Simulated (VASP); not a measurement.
Wanted: the native input for a VASP 6.6.1 run.

* Task: relaxation of cell and atoms
* Functional: PBE
* Potentials or basis: VASP PAW PBE potentials, release 64 (Nd_3, Hf_pv), 4f in core
* Cutoff: 500 eV
* k mesh: 14 × 14 × 10
* Occupations: gaussian, width 0.1 eV
* Spin: no spin polarisation
* Dipole correction: no
* Further INCAR settings: ALGO = Normal; EDIFF = 1e-07; IBRION = 2; EDIFFG = -0.01; NSW = 100; ISIF = 3

The structure of NdHf lies in POSCAR:

```
NdHf
1.0
    3.3616956565      0.0000000000      0.0000000000
    0.0000000000      3.3616956565      0.0000000000
    0.0000000000      0.0000000000      4.8328145687
Nd Hf
1 1
Direct
    0.0000000000      0.0000000000      0.0000000000
    0.5000000000      0.5000000000      0.5000000000
```

The cell was generated, and may not be a known phase.

These files were run (other wordings do the same):

INCAR

```
SYSTEM = NdHf
PREC     = Accurate       ! precision mode
ENCUT    = 500            ! plane-wave cutoff, eV
EDIFF    = 1E-7           ! SCF threshold, eV
ISMEAR   = 0              ! smearing method
SIGMA    = 0.1            ! smearing width, eV
LREAL    = .False.        ! projectors in reciprocal space
LASPH    = .True.         ! aspherical terms in the spheres
NELM     = 200            ! most SCF steps
ALGO     = Normal         ! electronic algorithm
ISIF     = 3              ! what is computed and relaxed
LWAVE    = .False.        ! write WAVECAR
LCHARG   = .False.        ! write CHGCAR
GGA      = PE             ! functional
IBRION   = 2              ! ionic algorithm
NSW      = 100            ! ionic steps
EDIFFG   = -0.01          ! ionic threshold
GGA_COMPAT= .False.      
NELMIN   = 4            
LMAXMIX  = 6              ! l up to which the mixer works
```

KPOINTS

```
Automatic mesh
0
Gamma
  14 14 10
  0 0 0
```

Potentials or basis: VASP PAW PBE potentials, release 64 (Nd_3, Hf_pv), 4f in core.

The run is started by

```sh
$ cat potpaw_PBE.64/Nd_3/POTCAR potpaw_PBE.64/Hf_pv/POTCAR > POTCAR
$ mpirun -np 1 vasp_std > vasp.out
```

It gave:

```
Relaxed volume                        : 27.56 Å³/atom
Relaxed cell                          : a = 3.359 Å, b = 3.359 Å, c = 4.886 Å, α = 90.00°, β = 90.00°, γ = 90.00°
Space group after relaxing (to 0.1 Å) : P4/mmm (No. 123)
Energy gained by relaxing             : 0.8 meV/atom
Ionic steps                           : 5
Pressure after relaxing               : 0.0 GPa
Band gap on the k mesh                : zero (an odd number of electrons rules out a gap without spin polarisation)
```

Caveat: spin-orbit coupling is left out, which moves the levels of the heavy elements; the 4f electrons are frozen in the core, so they carry no moment and show no levels.

Run time: 3.3 min on 1 thread of Intel(R) Xeon(R) 6975P-C (Granite Rapids) (shared host), peak memory 0.33 GiB.
